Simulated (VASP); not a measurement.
# Br (Fm-3m) in VASP: further runs

Br is run at these levels: PBE; tasks: single point.

Everything below comes from runs of VASP 6.6.1. Logs are shortened: lines on timing, memory, paths and dates and some standing lists are left out, and cuts for length are marked.

### Step 1. The cell of the first run

The structure is cubic, space group Fm-3m (No. 225). Conventional cell: a = 4.631 Å, b = 4.631 Å, c = 4.631 Å, α = 90.00°, β = 90.00°, γ = 90.00°. Within 4.3 Å of Br (site symmetry m-3m) lie 12 Br at 3.27 Å.

### Step 2. Single point, PBE

Input file INCAR:

```
SYSTEM = Br
PREC = Accurate
ENCUT = 520
EDIFF = 1E-6
ISMEAR = -1
SIGMA = 0.06122561905347299
LREAL = .FALSE.
LASPH = .TRUE.
NELM = 60
ALGO = Normal
ISIF = 2
LWAVE = .FALSE.
LCHARG = .FALSE.
GGA = PE
NBANDS = 10
```

Input file KPOINTS:

```
regular mesh
0
G
  20 20 20
  0 0 0
```

Input file POSCAR:

```
Br
1.0
    0.0000000000      2.3153871632      2.3153871632
    2.3153871632      0.0000000000      2.3153871632
    2.3153871632      2.3153871632      0.0000000000
Br
1
Direct
    0.0000000000      0.0000000000      0.0000000000
```

Potentials or basis: VASP PAW PBE potentials, release 64 (Br).

Started as:

```sh
> cat potpaw_PBE.64/Br/POTCAR > POTCAR
> mpirun -np 1 vasp_std > vasp.out
```

OUTCAR:

```text
SYSTEM = Br
   PREC = Accurate
   ENCUT = 520
   EDIFF = 1E-6
   ISMEAR = -1
   LREAL = .FALSE.
   LASPH = .TRUE.
   NELM = 60
   ISIF = 2
   GGA = PE

 ion  position               nearest neighbor table
   1  0.000  0.000  0.000-

  LATTYP: Found a face centered cubic cell.
 ALAT       =     4.6307743264

  Lattice vectors:

 A1 = (   0.0000000000,   2.3153871632,   2.3153871632)
 A2 = (   2.3153871632,   0.0000000000,   2.3153871632)
 A3 = (   2.3153871632,   2.3153871632,   0.0000000000)

Analysis of symmetry for initial positions (statically):
=====================================================================
 Subroutine PRICEL returns:
 Original cell was already a primitive cell.

 Routine SETGRP: Setting up the symmetry group for a
 face centered cubic supercell.

 Subroutine GETGRP returns: Found 48 space group operations
 (whereof 48 operations were pure point group operations)
 out of a pool of 48 trial point group operations.

The static configuration has the point symmetry O_h .

Analysis of symmetry for dynamics (positions and initial velocities):
=====================================================================
 Subroutine PRICEL returns:
 Original cell was already a primitive cell.

 Routine SETGRP: Setting up the symmetry group for a
 face centered cubic supercell.

 Subroutine GETGRP returns: Found 48 space group operations
 (whereof 48 operations were pure point group operations)
 out of a pool of 48 trial point group operations.

The dynamic configuration has the point symmetry O_h .

 Subroutine INISYM returns: Found 48 space group operations
 (whereof 48 operations are pure point group operations),
 and found     1 'primitive' translations

----------------------------------------------------------------------------------------

                                     Primitive cell

  volume of cell :      24.8257

  direct lattice vectors                    reciprocal lattice vectors
     0.000000000  2.315387163  2.315387163    -0.215946606  0.215946606  0.215946606
     2.315387163  0.000000000  2.315387163     0.215946606 -0.215946606  0.215946606
     2.315387163  2.315387163  0.000000000     0.215946606  0.215946606 -0.215946606

  length of vectors
     3.274451928  3.274451928  3.274451928     0.374030494  0.374030494  0.374030494

  position of ions in fractional coordinates (direct lattice)
[... 79 lines left out ...]
   EDIFFG = 0.1E-04   stopping-criterion for IOM
   NSW    =      0    number of steps for IOM
   IBRION =     -1    ionic relax: 0-MD 1-quasi-New 2-CG
   NFREE  =      0    steps in history (QN), initial steepest desc. (CG)
   ISIF   =      2    stress and relaxation
   ISYM   =      2    0-nonsym 1-usesym 2-fastsym
   POTIM  = 0.5000    time-step for ionic-motion
   TEBEG  =    0.0;   TEEND  =   0.0 temperature during run
   PSTRESS=    0.0 pullay stress
   NELECT =       7.0000    total number of electrons
   NUPDOWN=      -1.0000    fix difference up-down
   EMIN   =  10.00;   EMAX   =-10.00  energy-range for DOS
   EFERMI =   0.00;   METHOD = LEGACY
   ISMEAR =    -1;   SIGMA  =   0.06  broadening in eV -4-tet -1-fermi 0-gaus
   EFERMI_NEDOS =   21; number of points for ismear=-14 and -15
   IALGO  =     38    algorithm
   IMIX   =      4    mixing-type and parameters
     AMIX     =   0.40;   BMIX     =  1.00
     AMIX_MAG =   1.60;   BMIX_MAG =  1.00
  volume/ion in A,a.u.               =      24.83       167.53
  Fermi-wavevector in a.u.,A,eV,Ry     =   1.073513  2.028645 15.679758  1.152430
  Thomas-Fermi vector in A             =   2.209314
   LORBIT       =      0    0 simple, 1 ext, 2 COOP (PROOUT), +10 PAW based schemes
   GGA     = PE    functional components
   LHFCALC =     F    Hartree Fock is set to
   AEXX    =    0.0000 exact exchange contribution
   IVDW    =     0    specifies the selected vdW correction
   LEPSILON=     F    determine dielectric tensor
   LRPA    =     F    only Hartree local field effects (RPA)
 non-spin polarized calculation
  energy-cutoff  :      520.00
  volume of cell :       24.83
 maximum number of plane-waves:       692
   NGX = 13   NGY = 13   NGZ = 13

 number of electron       6.9999997 magnetization

 Free energy of the ion-electron system (eV)
  ---------------------------------------------------
  ext. energy  EPLUGINS =         0.00000000
  ---------------------------------------------------
  free energy    TOTEN  =        -0.97965029 eV

  energy without entropy =       -0.96043461  energy(sigma->0) =       -0.97004245

 E-fermi :   2.1786     XC(G=0):  -9.5981

 val. band max:        2.1782868562   @ k =   0.2500   0.2000   0.0500
 cond. band min:       2.1792135679   @ k =  -0.3500   0.2000   0.0500
 fundamental gap:      0.0009267117
 Fermi energy:         2.1785674432

 k-point     1 :       0.0000    0.0000    0.0000
  band No.  band energies     occupation
      1     -13.4698      2.00000
      2       3.1571      0.00000
      3       3.1571      0.00000
      4       3.1571      0.00000
      5      10.5367      0.00000
      6      14.7462      0.00000
      7      14.7462      0.00000
      8      14.7462      0.00000
      9      18.9307      0.00000
     10      19.1528      0.00000
[... 287 lines left out ...]
 k-point    24 :      -0.3500    0.0500    0.0000
  band No.  band energies     occupation
      1     -12.1986      2.00000
      2      -1.9058      2.00000
      3       2.3167      0.18961
      4       2.6038      0.00192
      5      11.0056      0.00000
      6      14.2276      0.00000
      7      14.4355      0.00000
      8      16.9370      0.00000
      9      19.6387      0.00000
     10      19.8121      0.00000

 [... further k-points ...]

------------------------ aborting loop because EDIFF is reached ----------------------------------------

  FORCE on cell =-STRESS in cart. coord.  units (eV):
  Direction    XX          YY          ZZ          XY          YZ          ZX
  --------------------------------------------------------------------------------------
  -------------------------------------------------------------------------------------
  Total        0.3155986      0.3155986      0.3155986      0.0000000     -0.0000000      0.0000000
  in kB       20.3678283     20.3678283     20.3678283      0.0000000     -0.0000000      0.0000000
  external PRESSURE =      20.3678283 kB  Pullay stress =       0.0000000 kB

 VOLUME and BASIS-vectors are now :
 -----------------------------------------------------------------------------
  energy-cutoff  :      520.00
  volume of cell :       24.83
      direct lattice vectors                 reciprocal lattice vectors
     0.000000000  2.315387163  2.315387163    -0.215946606  0.215946606  0.215946606
     2.315387163  0.000000000  2.315387163     0.215946606 -0.215946606  0.215946606
     2.315387163  2.315387163  0.000000000     0.215946606  0.215946606 -0.215946606

 POSITION                                       TOTAL-FORCE (eV/Angst)
 -----------------------------------------------------------------------------------
      0.00000      0.00000      0.00000         0.000000      0.000000      0.000000
 -----------------------------------------------------------------------------------
    total drift:                                0.000000     -0.000000     -0.000000

  FREE ENERGIE OF THE ION-ELECTRON SYSTEM (eV)
  ---------------------------------------------------
  free  energy   TOTEN  =        -0.9796502928 eV

  energy  without entropy=       -0.9604346080  energy(sigma->0) =       -0.97004245
```

OSZICAR:

```text
N       E                     dE             d eps       ncg     rms          rms(c)
DAV:   1     0.201244520729E+02    0.20124E+02   -0.29827E+03  5136   0.545E+02
DAV:   2    -0.228842263895E+00   -0.20353E+02   -0.19828E+02  6854   0.987E+01
DAV:   3    -0.977238302279E+00   -0.74840E+00   -0.73083E+00  6116   0.168E+01
DAV:   4    -0.979395521411E+00   -0.21572E-02   -0.21567E-02  6230   0.111E+00
DAV:   5    -0.979400701502E+00   -0.51801E-05   -0.51800E-05  5938   0.533E-02    0.407E+00
DAV:   6    -0.979347451117E+00    0.53250E-04   -0.10003E-03  5902   0.179E-01    0.248E+00
DAV:   7    -0.979665231162E+00   -0.31778E-03   -0.16460E-03  5714   0.243E-01    0.502E-02
DAV:   8    -0.979648954060E+00    0.16277E-04   -0.90083E-05  5828   0.460E-02    0.760E-03
DAV:   9    -0.979649996886E+00   -0.10428E-05   -0.20919E-06  6090   0.105E-02    0.287E-03
DAV:  10    -0.979650292805E+00   -0.29592E-06   -0.42935E-07  5382   0.453E-03
   1 F= -.97965029E+00 E0= -.97004245E+00  d E =-.192157E-01
```

stdout:

```text
POSCAR found type information on POSCAR Br
 POSCAR found :  1 types and       1 ions
 scaLAPACK will be used
 LDA part: xc-table for (Slater+PW92), standard interpolation
 POSCAR, INCAR and KPOINTS ok, starting setup
 FFT: planning ... GRIDC
 FFT: planning ... GRID_SOFT
 FFT: planning ... GRID
 WAVECAR not read
 entering main loop
```

It took 25 s on 1 thread of Intel Xeon Platinum 8259CL at 2.50GHz (Skylake/Cascade Lake), shared host; peak memory 0.18 GiB.

Results:

```
Free energy : -0.9797 eV
Pressure    : 2.0 GPa
```

Caveat: an odd number of electrons without spin polarisation forces a metal; a magnetic or distorted state may lie lower.

### Step 3. Single point, PBE

This run uses another cell than the first one, of 25.35 Å³/atom, 1.021 times its volume.

Input file INCAR:

```
SYSTEM = Br
PREC     = Accurate       ! precision mode
ENCUT    = 520            ! plane-wave cutoff, eV
EDIFF    = 1E-7           ! SCF threshold, eV
ISMEAR   = -1             ! smearing method
SIGMA    = 0.06122561905347299 ! smearing width, eV
LREAL    = .FALSE.        ! projectors in reciprocal space
LASPH    = .TRUE.         ! aspherical terms in the spheres
NELM     = 60             ! most SCF steps
ALGO     = Normal         ! electronic algorithm
ISIF     = 2              ! what is computed and relaxed
LWAVE    = .FALSE.        ! write WAVECAR
LCHARG   = .TRUE.         ! write CHGCAR
GGA      = PE             ! functional
LELF     = .TRUE.         ! ELF
LVHAR    = .TRUE.       
NBANDS   = 10             ! bands
```

KPOINTS is that of step 2.

Input file POSCAR:

```
Br
1.0
    0.0000000000      2.3316932438      2.3316932438
    2.3316932438      0.0000000000      2.3316932438
    2.3316932438      2.3316932438      0.0000000000
Br
1
Direct
    0.0000000000      0.0000000000      0.0000000000
```

Potentials or basis: VASP PAW PBE potentials, release 64 (Br).

Started as:

```sh
> cat potpaw_PBE.64/Br/POTCAR > POTCAR
> mpirun -np 1 vasp_std > vasp.out
```

OUTCAR:

```text
SYSTEM = Br
   PREC = Accurate
   ENCUT = 520
   EDIFF = 1E-7
   ISMEAR = -1
   LREAL = .FALSE.
   LASPH = .TRUE.
   NELM = 60
   ISIF = 2
   GGA = PE

 ion  position               nearest neighbor table
   1  0.000  0.000  0.000-

  LATTYP: Found a face centered cubic cell.
 ALAT       =     4.6633864876

  Lattice vectors:

 A1 = (   0.0000000000,   2.3316932438,   2.3316932438)
 A2 = (   2.3316932438,   0.0000000000,   2.3316932438)
 A3 = (   2.3316932438,   2.3316932438,   0.0000000000)

Analysis of symmetry for initial positions (statically):
=====================================================================
 Subroutine PRICEL returns:
 Original cell was already a primitive cell.

 Routine SETGRP: Setting up the symmetry group for a
 face centered cubic supercell.

 Subroutine GETGRP returns: Found 48 space group operations
 (whereof 48 operations were pure point group operations)
 out of a pool of 48 trial point group operations.

The static configuration has the point symmetry O_h .

Analysis of symmetry for dynamics (positions and initial velocities):
=====================================================================
 Subroutine PRICEL returns:
 Original cell was already a primitive cell.

 Routine SETGRP: Setting up the symmetry group for a
 face centered cubic supercell.

 Subroutine GETGRP returns: Found 48 space group operations
 (whereof 48 operations were pure point group operations)
 out of a pool of 48 trial point group operations.

The dynamic configuration has the point symmetry O_h .

 Subroutine INISYM returns: Found 48 space group operations
 (whereof 48 operations are pure point group operations),
 and found     1 'primitive' translations

----------------------------------------------------------------------------------------

[... 111 lines left out ...]
  volume/ion in A,a.u.               =      25.35       171.10
  Fermi-wavevector in a.u.,A,eV,Ry     =   1.066005  2.014458 15.461221  1.136368
  Thomas-Fermi vector in A             =   2.201576
   LORBIT       =      0    0 simple, 1 ext, 2 COOP (PROOUT), +10 PAW based schemes
   GGA     = PE    functional components
   LHFCALC =     F    Hartree Fock is set to
   AEXX    =    0.0000 exact exchange contribution
   IVDW    =     0    specifies the selected vdW correction
   LEPSILON=     F    determine dielectric tensor
   LRPA    =     F    only Hartree local field effects (RPA)
 non-spin polarized calculation
  energy-cutoff  :      520.00
  volume of cell :       25.35
 maximum number of plane-waves:       701
 NGX is ok and might be reduce to    28
   NGX = 13   NGY = 13   NGZ = 13

 number of electron       6.9999999 magnetization

 Free energy of the ion-electron system (eV)
  ---------------------------------------------------
  ext. energy  EPLUGINS =         0.00000000
  ---------------------------------------------------
  free energy    TOTEN  =        -0.98507334 eV

  energy without entropy =       -0.96505039  energy(sigma->0) =       -0.97506186

 E-fermi :   1.9455     XC(G=0):  -9.4975

 val. band max:        1.9362137386   @ k =  -0.4500   0.1500   0.0000
 cond. band min:       1.9455719710   @ k =  -0.3500   0.2000   0.0500
 fundamental gap:      0.0093582324
 Fermi energy:         1.9454547577

 k-point     1 :       0.0000    0.0000    0.0000
  band No.  band energies     occupation
      1     -13.5623      2.00000
      2       2.8855      0.00000
      3       2.8855      0.00000
      4       2.8855      0.00000
      5      10.1728      0.00000
      6      14.5087      0.00000
      7      14.5087      0.00000
      8      14.5087      0.00000
      9      18.6730      0.00000
     10      18.8354      0.00000
[... 287 lines left out ...]
 k-point    24 :      -0.3500    0.0500    0.0000
  band No.  band energies     occupation
      1     -12.3496      2.00000
      2      -2.0126      2.00000
      3       2.0777      0.20677
      4       2.3526      0.00259
      5      10.7567      0.00000
      6      13.9969      0.00000
      7      14.2051      0.00000
      8      16.5671      0.00000
      9      19.3224      0.00000
     10      19.4874      0.00000

 [... further k-points ...]

------------------------ aborting loop because EDIFF is reached ----------------------------------------

  FORCE on cell =-STRESS in cart. coord.  units (eV):
  Direction    XX          YY          ZZ          XY          YZ          ZX
  --------------------------------------------------------------------------------------
  -------------------------------------------------------------------------------------
  Total        0.2000638      0.2000638      0.2000638      0.0000000      0.0000000      0.0000000
  in kB       12.6425524     12.6425524     12.6425524      0.0000000      0.0000000      0.0000000
  external PRESSURE =      12.6425524 kB  Pullay stress =       0.0000000 kB

 VOLUME and BASIS-vectors are now :
 -----------------------------------------------------------------------------
  energy-cutoff  :      520.00
  volume of cell :       25.35
      direct lattice vectors                 reciprocal lattice vectors
     0.000000000  2.331693244  2.331693244    -0.214436441  0.214436441  0.214436441
     2.331693244  0.000000000  2.331693244     0.214436441 -0.214436441  0.214436441
     2.331693244  2.331693244  0.000000000     0.214436441  0.214436441 -0.214436441

 POSITION                                       TOTAL-FORCE (eV/Angst)
 -----------------------------------------------------------------------------------
      0.00000      0.00000      0.00000        -0.000000      0.000000     -0.000000
 -----------------------------------------------------------------------------------
    total drift:                                0.000000      0.000000      0.000000

  FREE ENERGIE OF THE ION-ELECTRON SYSTEM (eV)
  ---------------------------------------------------
  free  energy   TOTEN  =        -0.9850733387 eV

  energy  without entropy=       -0.9650503877  energy(sigma->0) =       -0.97506186
```

stdout:

```text
POSCAR found type information on POSCAR Br
 POSCAR found :  1 types and       1 ions
 scaLAPACK will be used
 LDA part: xc-table for (Slater+PW92), standard interpolation
 POSCAR, INCAR and KPOINTS ok, starting setup
 FFT: planning ... GRIDC
 FFT: planning ... GRID_SOFT
 FFT: planning ... GRID
 WAVECAR not read
 entering main loop
```

Run time: 64 s. Hardware: 1 thread of Intel Xeon Platinum 8259CL at 2.50GHz (Skylake/Cascade Lake), shared host; peak memory 0.2 GiB.

Results:

```yaml
Free_energy: -0.9851 eV
Pressure: 1.3 GPa
```

Caveat: an odd number of electrons without spin polarisation forces a metal; a magnetic or distorted state may lie lower.

### Step 4. Single point, PBE

This run uses another cell than the first one, of 25.88 Å³/atom, 1.043 times its volume.

Input file INCAR:

```
SYSTEM = Br
ALGO     = Normal         ! electronic algorithm
EDIFF    = 1E-6           ! SCF threshold, eV
ENCUT    = 520            ! plane-wave cutoff, eV
GGA      = PE             ! functional
ISIF     = 2              ! what is computed and relaxed
ISMEAR   = -1             ! smearing method
LASPH    = .True.         ! aspherical terms in the spheres
LCHARG   = .True.         ! write CHGCAR
LELF     = .True.         ! ELF
LREAL    = .False.        ! projectors in reciprocal space
LVHAR    = .True.       
LWAVE    = .False.        ! write WAVECAR
NBANDS   = 10             ! bands
NELM     = 100            ! most SCF steps
PREC     = Accurate       ! precision mode
SIGMA    = 0.06122561905347299 ! smearing width, eV
```

Input file KPOINTS:

```
k-points
0
Gamma
  20 20 20
  0 0 0
```

Input file POSCAR:

```
Br
1.0
    0.0000000000      2.3477743951      2.3477743951
    2.3477743951      0.0000000000      2.3477743951
    2.3477743951      2.3477743951      0.0000000000
Br
1
Direct
    0.0000000000      0.0000000000      0.0000000000
```

Started as:

```sh
> cat potpaw_PBE.64/Br/POTCAR > POTCAR
> mpirun -np 1 vasp_std > vasp.out
```

It took 69 s on 1 thread of Intel Xeon Platinum 8259CL at 2.50GHz (Skylake/Cascade Lake), shared host; peak memory 0.2 GiB.

The run converged. Its results:

| Quantity | Value |
| --- | --- |
| Free energy | -0.9881 eV |
| Pressure | 0.6 GPa |

Levels at points of the mesh, in eV from the Fermi level:
| k point | band 2 | band 3 | band 4 | band 5 | band 6 | band 7 |
| --- | --- | --- | --- | --- | --- | --- |
| (0.00, 0.00, 0.00) | 0.90 | 0.90 | 0.90 | 8.10 | 12.56 | 12.56 |
| (0.50, 0.00, 0.00) | -4.63 | 0.25 | 0.25 | 8.38 | 11.91 | 11.91 |
| (0.50, 0.50, 0.00) | -4.12 | -1.10 | -1.10 | 6.60 | 7.79 | 18.81 |

Caveat: an odd number of electrons without spin polarisation forces a metal; a magnetic or distorted state may lie lower.

### Step 5. The runs side by side

```csv
cell,gap on the mesh (eV),pressure (GPa)
"a = 3.274 Å, angles 60.0°, 1 atom",none,2.0
"a = 3.298 Å, angles 60.0°, 1 atom",none,1.3
"a = 3.320 Å, angles 60.0°, 1 atom",none,0.6
```

Alike in all rows: task single point; level PBE; potentials or basis VASP PAW PBE potentials, release 64 (Br); no spin polarisation; k mesh 20 × 20 × 20; cutoff (eV) 520; smearing fermi-dirac 0.0612256 eV.

Caveats: an odd number of electrons without spin polarisation forces a metal; a magnetic or distorted state may lie lower.

Absolute energies hang on the potentials; compare differences alone.
